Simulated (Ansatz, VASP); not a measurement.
**C in VASP and in Ansatz**

The input POSCAR:

```
C
1.0
    0.0000000000      1.7801241425      1.8513291082
    1.7801241425      0.0000000000      1.8513291082
    1.7801241425      1.7801241425      0.0000000000
C
2
Direct
    0.0000000000      0.0000000000      0.0000000000
    0.2500000000      0.2500000000      0.2500000000
```

Contents of INCAR.step1:

```
SYSTEM = C
ALGO = Normal
EDIFF = 1E-5
ENCUT = 520
GGA = PE
ISIF = 2
ISMEAR = 0
LASPH = .TRUE.
LREAL = .FALSE.
LWAVE = .TRUE.
NBANDS = 11
NELM = 80
PREC = Accurate
SIGMA = 0.01
```

The input INCAR.step2:

```
SYSTEM = C
ALGO = Normal
EDIFF = 1E-7
ENCUT = 520
GGA = PE
HFSCREEN = 0.2079
ISIF = 2
ISMEAR = 0
ISTART = 1
LASPH = .TRUE.
LCHARG = .TRUE.
LELF = .TRUE.
LHFCALC = .TRUE.
LREAL = .FALSE.
LVHAR = .TRUE.
LWAVE = .FALSE.
NBANDS = 11
NELM = 80
PREC = Accurate
PRECFOCK = Normal
SIGMA = 0.01
```

KPOINTS

```
k-points
0
G
  8 8 8
  0 0 0
```

Input for Ansatz:

```yaml
crystal:
  lattice:
    - [0.0, 1.7801241425, 1.8513291082]
    - [1.7801241425, 0.0, 1.8513291082]
    - [1.7801241425, 1.7801241425, 0.0]
  atoms:
    - { symbol: C, position: [0.0, 0.0, 0.0] }
    - { symbol: C, position: [0.25, 0.25, 0.25] }
kpoints:
  mp_grid: { grid: [8, 8, 8] }
  band_path:
    path:
      - [0.0, 0.0, 0.0]
      - [0.5, 0.0, 0.5]
      - [0.625, 0.25, 0.625]
      - [0.375, 0.375, 0.75]
      - [0.5, 0.5, 0.5]
      - [0.5, 0.25, 0.75]
      - [0.0, 0.365885, 0.365885]
    npoints: 1
hamiltonian:
  xc: hse06
scf:
  occupations: { method: fixed }
  n_extra_bands: 4
output:
  forces: true
  stress: true
  eigenvalues: true
```

Change from the starting cell: uniaxial_z strain +4.0%.

Alike in both runs: task single point; functional HSE06; k mesh 8 × 8 × 8; no spin polarisation.

|  | VASP | Ansatz |
| --- | --- | --- |
| version | VASP 6.6.1 | Ansatz 0.2.0 |
| potentials or method | VASP PAW PBE potentials, release 64 (C) | plane waves, PAW |
| plane-wave cutoff (eV) | 520 | 420 |
| occupations | gaussian, width 0.01 eV | fixed |
| valence electrons in the cell | 8 | 8 |

```tsv
	VASP	Ansatz	Ansatz less VASP
gap on the k mesh at the Fermi level (eV)	4.68	4.69	+0.009
pressure (GPa)	-21.4	-22.1	-0.73
traceless stress, the component that is largest in VASP (GPa)	-25.70	-25.72	-0.020
```

Ansatz's warnings: stress exchange threshold loose, stress scf threshold loose.
